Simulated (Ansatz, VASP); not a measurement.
**One calculation of Ta, two programs**

```
CELL_PARAMETERS angstrom
2.94126 0.00000 0.00000
-1.47063 2.54720 0.00000
0.00000 0.00000 10.34860
ATOMIC_POSITIONS crystal
Ta 0.00000 0.00000 0.00000
Ta 0.00000 0.00000 0.50000
Ta 0.33333 0.66667 0.25000
Ta 0.66667 0.33333 0.75000
```

Alike in both runs: functional BLYP; k mesh 12 × 12 × 4; occupations fermi-dirac, width 0.1 eV; no spin polarisation.

Ansatz relaxed the structure, and its values are those at the end. VASP's run is a single point on that final structure, the one shown.

|  | VASP | Ansatz |
| --- | --- | --- |
| version | VASP 6.6.1 | Ansatz 0.2.0 |
| potentials or method | VASP PAW PBE potentials, release 64 (Ta_pv), cutoff 520 eV | plane waves (420 eV) with PAW, scalar-relativistic |
| valence electrons in the cell | 44 | 52 |

```csv
,VASP,Ansatz,Ansatz less VASP
pressure (GPa),0.8,0.0,-0.82
```

VASP's potentials were made for PBE, not for BLYP. VASP's potentials hold 44 valence electrons a cell and Ansatz's 52, so a difference there can come from the potentials and not from the codes.

Neither program's run includes spin-orbit coupling.
